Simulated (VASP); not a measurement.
# GaAs (F-43m) in VASP: G0W0 quasiparticle levels with PBE

Aim: the G0W0 quasiparticle levels of GaAs with PBE.

Everything below comes from runs of VASP 6.6.1. Logs are shortened: lines on timing, memory, paths and dates and some standing lists are left out, and cuts for length are marked.

## Step 1: The cell of the first run

Symmetry: F-43m, No. 216, cubic system. Conventional cell: a = 5.666 Å, b = 5.666 Å, c = 5.666 Å, α = 90.00°, β = 90.00°, γ = 90.00°. Ga (site symmetry -43m) has 4 As at 2.45 Å within 3.2 Å. Within 3.2 Å of As (site symmetry -43m) lie 4 Ga at 2.45 Å.

## Step 2: G0W0 quasiparticle levels, PBE

File POSCAR:

```
GaAs
1.0
    0.0000000000      2.8330850941      2.8330850941
    2.8330850941      0.0000000000      2.8330850941
    2.8330850941      2.8330850941      0.0000000000
Ga As
1 1
Direct
    0.0000000000      0.0000000000      0.0000000000
    0.2500000000      0.2500000000      0.2500000000
```

File INCAR.step1:

```
PREC = Accurate ; ENCUT = 500
EDIFF = 1E-8 ; ISMEAR = 0
SIGMA = 0.01 ; LREAL = F
LASPH = T ; NELM = 60
ALGO = Normal ; LWAVE = T
LCHARG = F ; GGA = PE
```

File INCAR.step2:

```
PREC = Accurate ; ENCUT = 500
EDIFF = 1E-8 ; ISMEAR = 0
SIGMA = 0.01 ; LREAL = F
LASPH = T ; NELM = 1
ALGO = Exact ; LWAVE = T
LCHARG = F ; GGA = PE
NBANDS = 82 ; LOPTICS = T
ISTART = 1
```

File INCAR.step3:

```
PREC = Accurate ; ENCUT = 500
EDIFF = 1E-8 ; ISMEAR = 0
SIGMA = 0.01 ; LREAL = F
LASPH = T ; ALGO = EVGW0
LWAVE = F ; LCHARG = F
GGA = PE ; NELMGW = 1
NBANDS = 82 ; ENCUTGW = 80.0
NOMEGA = 48 ; PRECFOCK = Fast
ISTART = 1 ; NBANDSGW = 17
```

File KPOINTS:

```
regular mesh
0
Gamma
  4 4 4
```

Potentials or basis: VASP PAW PBE potentials, release 64 (Ga_d_GW, As_GW).

Started as:

```
cat potpaw_PBE.64/Ga_d_GW/POTCAR potpaw_PBE.64/As_GW/POTCAR > POTCAR
cp INCAR.step1 INCAR
mpirun -np 1 vasp_std > vasp.out
cp INCAR.step2 INCAR
mpirun -np 1 vasp_std > vasp.out
cp INCAR.step3 INCAR
mpirun -np 1 vasp_std > vasp.out
```

OUTCAR:

```text
PREC = Accurate
   ENCUT = 500
   EDIFF = 1E-8
   ISMEAR = 0
   LREAL = F
   LASPH = T
   GGA = PE
   NELMGW = 1
   ENCUTGW = 80.0
   PRECFOCK = Fast
   ISTART = 1

 ion  position               nearest neighbor table
   1  0.000  0.000  0.000-   2 2.45   2 2.45   2 2.45   2 2.45
   2  0.250  0.250  0.250-   1 2.45   1 2.45   1 2.45   1 2.45

  LATTYP: Found a face centered cubic cell.
 ALAT       =     5.6661701882

  Lattice vectors:

 A1 = (   0.0000000000,   2.8330850941,   2.8330850941)
 A2 = (   2.8330850941,   0.0000000000,   2.8330850941)
 A3 = (   2.8330850941,   2.8330850941,   0.0000000000)

Analysis of symmetry for initial positions (statically):
=====================================================================
 Subroutine PRICEL returns:
 Original cell was already a primitive cell.

 Routine SETGRP: Setting up the symmetry group for a
 face centered cubic supercell.

 Subroutine GETGRP returns: Found 24 space group operations
 (whereof 24 operations were pure point group operations)
 out of a pool of 48 trial point group operations.

The static configuration has the point symmetry T_d .

Analysis of symmetry for dynamics (positions and initial velocities):
=====================================================================
 Subroutine PRICEL returns:
 Original cell was already a primitive cell.

 Routine SETGRP: Setting up the symmetry group for a
 face centered cubic supercell.

 Subroutine GETGRP returns: Found 24 space group operations
 (whereof 24 operations were pure point group operations)
 out of a pool of 48 trial point group operations.

The dynamic configuration has the point symmetry T_d .

 Subroutine INISYM returns: Found 24 space group operations
 (whereof 24 operations are pure point group operations),
 and found     1 'primitive' translations

----------------------------------------------------------------------------------------

                                     Primitive cell

  volume of cell :      45.4788

  direct lattice vectors                    reciprocal lattice vectors
     0.000000000  2.833085094  2.833085094    -0.176486051  0.176486051  0.176486051
     2.833085094  0.000000000  2.833085094     0.176486051 -0.176486051  0.176486051
     2.833085094  2.833085094  0.000000000     0.176486051  0.176486051 -0.176486051

  length of vectors
     4.006587363  4.006587363  4.006587363     0.305682807  0.305682807  0.305682807

  position of ions in fractional coordinates (direct lattice)
     0.000000000  0.000000000  0.000000000
     0.250000000  0.250000000  0.250000000

  ion indices of the primitive-cell ions
   primitive index   ion index
                 1           1
                 2           2

----------------------------------------------------------------------------------------

 KPOINTS: regular mesh

Automatic generation of k-mesh.
 Grid dimensions read from file:
 generate k-points for:    4    4    4

 Generating k-lattice:

  Cartesian coordinates                     Fractional coordinates (reciprocal lattice)
    -0.044121513  0.044121513  0.044121513     0.250000000  0.000000000  0.000000000
     0.044121513 -0.044121513  0.044121513     0.000000000  0.250000000  0.000000000
     0.044121513  0.044121513 -0.044121513     0.000000000  0.000000000  0.250000000

  Length of vectors
     0.076420702  0.076420702  0.076420702

  Shift w.r.t. Gamma in fractional coordinates (k-lattice)
     0.000000000  0.000000000  0.000000000

 Subroutine IBZKPT returns following result:
 ===========================================

 Found      8 irreducible k-points:

 Following reciprocal coordinates:
            Coordinates               Weight
  0.000000  0.000000  0.000000      1.000000
  0.250000  0.000000  0.000000      8.000000
  0.500000  0.000000  0.000000      4.000000
  0.250000  0.250000  0.000000      6.000000
  0.500000  0.250000  0.000000     24.000000
 -0.250000  0.250000  0.000000     12.000000
  0.500000  0.500000  0.000000      3.000000
 -0.250000  0.500000  0.250000      6.000000
   k-points           NKPTS =      8   k-points in BZ     NKDIM =     64   number of bands    NBANDS=     82
   number of dos      NEDOS =    301   number of ions     NIONS =      2
   total plane-waves  NPLWV =  27000
   dimension x,y,z NGX =    30 NGY =   30 NGZ =   30
   dimension x,y,z NGXF=    60 NGYF=   60 NGZF=   60
   ions per type =               1   1
   NGX,Y,Z   is equivalent  to a cutoff of  12.45, 12.45, 12.45 a.u.
   NGXF,Y,Z  is equivalent  to a cutoff of  24.90, 24.90, 24.90 a.u.
 SYSTEM =  unknown system
   PREC   = accura    normal or accurate (medium, high low for compatibility)
   ISTART =      1    job   : 0-new  1-cont  2-samecut
   ICHARG =      0    charge: 1-file 2-atom 10-const
   ISPIN  =      1    spin polarized calculation?
   LNONCOLLINEAR =      F non collinear calculations
   LSORBIT =      F    spin-orbit coupling
   LASPH  =      T    aspherical Exc in radial PAW
   ENCUT  =  500.0 eV  36.75 Ry    6.06 a.u.   7.30  7.30  7.30*2*pi/ulx,y,z
   NELM   =     60;   NELMIN=  2; NELMDL=  0     # of ELM steps
   EDIFF  = 0.1E-07   stopping-criterion for ELM
   LREAL  =      F    real-space projection
   EDIFFG = 0.1E-06   stopping-criterion for IOM
   NSW    =      0    number of steps for IOM
   IBRION =     -1    ionic relax: 0-MD 1-quasi-New 2-CG
   NFREE  =      0    steps in history (QN), initial steepest desc. (CG)
   ISIF   =      0    stress and relaxation
   ISYM   =      3    0-nonsym 1-usesym 2-fastsym
   POTIM  = 0.5000    time-step for ionic-motion
   TEBEG  =    0.0;   TEEND  =   0.0 temperature during run
   PSTRESS=    0.0 pullay stress
   NELECT =      18.0000    total number of electrons
   NUPDOWN=      -1.0000    fix difference up-down
   EMIN   =  10.00;   EMAX   =-10.00  energy-range for DOS
   EFERMI =   0.00;   METHOD = LEGACY
   ISMEAR =     0;   SIGMA  =   0.01  broadening in eV -4-tet -1-fermi 0-gaus
   EFERMI_NEDOS =   21; number of points for ismear=-14 and -15
   IALGO  =     38    algorithm
   IMIX   =      4    mixing-type and parameters
     AMIX     =   0.40;   BMIX     =  1.00
     AMIX_MAG =   1.60;   BMIX_MAG =  1.00
  volume/ion in A,a.u.               =      22.74       153.45
  Fermi-wavevector in a.u.,A,eV,Ry     =   1.201977  2.271407 19.656990  1.444748
  Thomas-Fermi vector in A             =   2.337771
   LORBIT       =      0    0 simple, 1 ext, 2 COOP (PROOUT), +10 PAW based schemes
   GGA     = PE    functional components
   LHFCALC =     T    Hartree Fock is set to
   PRECFOCK=fast      Normal, Fast or Accurate (Low or Medium for compatibility)
   ENCUT4O =  -1.0   cutoff for four orbital integrals eV
   NKREDX  =     1    reduce k-point grid by
   NKREDY  =     1    reduce k-point grid by
   NKREDZ  =     1    reduce k-point grid by
   AEXX    =    1.0000 exact exchange contribution
   HFSCREEN=    0.0000 screening length (either q_TF or 0.3 A-1)
   HFSCREENC=   0.0000 screening length for correlation (either q_TF or 0.3 A-1)
   ENCUTFOCK=  -1.0 apply spherical cutoff to Coloumb kernel
   IVDW    =     0    specifies the selected vdW correction
   LEPSILON=     F    determine dielectric tensor
   LRPA    =     F    only Hartree local field effects (RPA)
   LRPAFORCE           =     F    calculate RPA forces
   ENCUTGW             =  80.0    cutoff for response function in eV
   ENCUTGWSOFT         =  64.0    soft cutoff for Coulomb kernel in GW response function in eV
   ENCUTLF             =  -1.0    cutoff for local field effects
   NELMGW              =     1    number of iterations in solving QP/BSE equation
   NELMHF              =     1    number of iterations in the inner HF iteration
   NKREDLFX            =     1    NKREDLFY  =   1   NKREDLFZ  =   1
 non-spin polarized calculation
 Gauss-broadening in eV      SIGMA  =   0.01
  energy-cutoff  :      500.00
  volume of cell :       45.48
 maximum number of plane-waves:      1174
 NGX is ok and might be reduce to    30
  NGX = 18; NGY = 18; NGZ = 18
   NGX = 15   NGY = 15   NGZ = 15
 maximum number of plane-waves:        80
 NGX is ok and might be reduce to    14

 QP shifts <psi_nk| G(iteration)W_0 |psi_nk>: iteration 1
 for sc-GW calculations column KS-energies equals QP-energies in previous step
 and V_xc(KS)=  KS-energies - (<T + V_ion + V_H > + <T+V_H+V_ion>^1  + <V_x>^1)

 k-point   1 :       0.0000    0.0000    0.0000
  band No.  KS-energies  QP-energies   sigma(KS)   V_xc(KS)     V^pw_x(r,r')   Z            occupation Imag(sigma)

      1     -11.0129     -13.8960     -25.9764     -21.7135     -35.0689       0.6763       2.0000       0.2753
      2     -11.0129     -13.8960     -25.9764     -21.7135     -35.0689       0.6763       2.0000       0.2753
      3     -11.0129     -13.8960     -25.9764     -21.7135     -35.0689       0.6763       2.0000       0.2753
      4     -10.9369     -13.8449     -26.1032     -21.8123     -35.1674       0.6777       2.0000       0.2429
      5     -10.9369     -13.8449     -26.1032     -21.8123     -35.1674       0.6777       2.0000       0.2429
      6      -8.8466      -9.1193     -11.5538     -11.1257     -18.0789       0.6371       2.0000       0.9772
[... 9 lines left out ...]
     16      13.8927      13.8996      -9.7802      -9.7894      -4.4837       0.7453       0.0000      -0.3083
     17      15.3359      15.1848      -7.8802      -7.6797      -2.2097       0.7536       0.0000      -0.4269

 k-point   2 :       0.2500    0.0000    0.0000
  band No.  KS-energies  QP-energies   sigma(KS)   V_xc(KS)     V^pw_x(r,r')   Z            occupation Imag(sigma)

      1     -11.0534     -13.8728     -25.6742     -21.4982     -34.7432       0.6751       2.0000       0.2901
      2     -11.0021     -13.8909     -26.0030     -21.7352     -35.0963       0.6769       2.0000       0.2739
      3     -11.0021     -13.8909     -26.0030     -21.7352     -35.0963       0.6769       2.0000       0.2739
      4     -10.9365     -13.8491     -26.1029     -21.8131     -35.1700       0.6790       2.0000       0.2433
      5     -10.9365     -13.8491     -26.1029     -21.8131     -35.1700       0.6790       2.0000       0.2433
      6      -8.1606      -8.4804     -11.9747     -11.4905     -18.2864       0.6604       2.0000       0.9352
[... 9 lines left out ...]
     16      12.8140      12.7422      -9.1355      -9.0403      -3.9638       0.7541       0.0000      -0.2820
     17      15.7054      15.7298      -8.6237      -8.6562      -2.8176       0.7517       0.0000      -0.5027

 k-point   3 :       0.5000    0.0000    0.0000
  band No.  KS-energies  QP-energies   sigma(KS)   V_xc(KS)     V^pw_x(r,r')   Z            occupation Imag(sigma)
[... 85 lines left out ...]
      1     -11.1193     -13.8817     -25.4376     -21.3303     -34.4973       0.6725       2.0000       0.3026
      2     -10.9650     -13.8805     -26.1040     -21.8165     -35.2034       0.6800       2.0000       0.2695
      3     -10.9650     -13.8805     -26.1040     -21.8165     -35.2034       0.6800       2.0000       0.2695
      4     -10.9617     -13.8480     -26.0097     -21.7377     -35.0675       0.6756       2.0000       0.2479
      5     -10.9245     -13.8426     -26.1266     -21.8384     -35.2039       0.6805       2.0000       0.2428
      6      -6.3604      -6.6348     -12.7249     -12.3267     -18.4557       0.6892       2.0000       0.7585
[... 9 lines left out ...]
     16      17.1100      17.1238      -9.8479      -9.8664      -4.0735       0.7457       0.0000      -0.5774
     17      17.1100      17.1238      -9.8479      -9.8664      -4.0735       0.7457       0.0000      -0.5774

 k-point   8 :      -0.2500    0.5000    0.2500
  band No.  KS-energies  QP-energies   sigma(KS)   V_xc(KS)     V^pw_x(r,r')   Z            occupation Imag(sigma)

      1     -11.1063     -13.8662     -25.4454     -21.3421     -34.5087       0.6726       2.0000       0.3042
      2     -10.9828     -13.8901     -26.0589     -21.7766     -35.1519       0.6789       2.0000       0.2676
      3     -10.9696     -13.8725     -26.0670     -21.7885     -35.1609       0.6785       2.0000       0.2680
      4     -10.9472     -13.8532     -26.0799     -21.7933     -35.1477       0.6779       2.0000       0.2460
      5     -10.9327     -13.8419     -26.1025     -21.8166     -35.1745       0.6788       2.0000       0.2433
      6      -6.3037      -6.5835     -12.8473     -12.4411     -18.5787       0.6887       2.0000       0.7494
[... 9 lines left out ...]
     16      17.0678      17.1390      -9.3746      -9.4699      -3.3931       0.7474       0.0000      -0.6365
     17      17.4175      17.6084      -9.7218      -9.9797      -3.5746       0.7402       0.0000      -0.6408
```

Run time: 2.8 min. Hardware: 1 thread of Intel Xeon 6975P-C, shared host; peak memory 0.44 GiB.

Results:

```
Band gap on the k mesh, mean-field level : 0.45 eV, direct
Quasiparticle gap                        : 1.34 eV
Least direct quasiparticle gap           : 1.34 eV
```

Levels at points of the mesh, in eV from the valence-band top:
```tsv
k point	band 6	band 7	band 8	band 9	band 10	band 11	band 12	band 13
(0.00, 0.00, 0.00)	-12.68	0.00	0.00	0.00	0.45	3.69	3.69	3.69
(0.50, 0.00, 0.00)	-10.93	-6.62	-1.14	-1.14	0.96	4.60	4.60	7.73
(0.50, 0.50, 0.00)	-10.20	-6.81	-2.67	-2.67	1.45	1.64	10.09	10.09
```

Caveat: the k points lie up to 0.48 Å⁻¹ apart; bands, screening cutoff and mesh are small and nothing is extrapolated, so the quasiparticle values aren't converged.
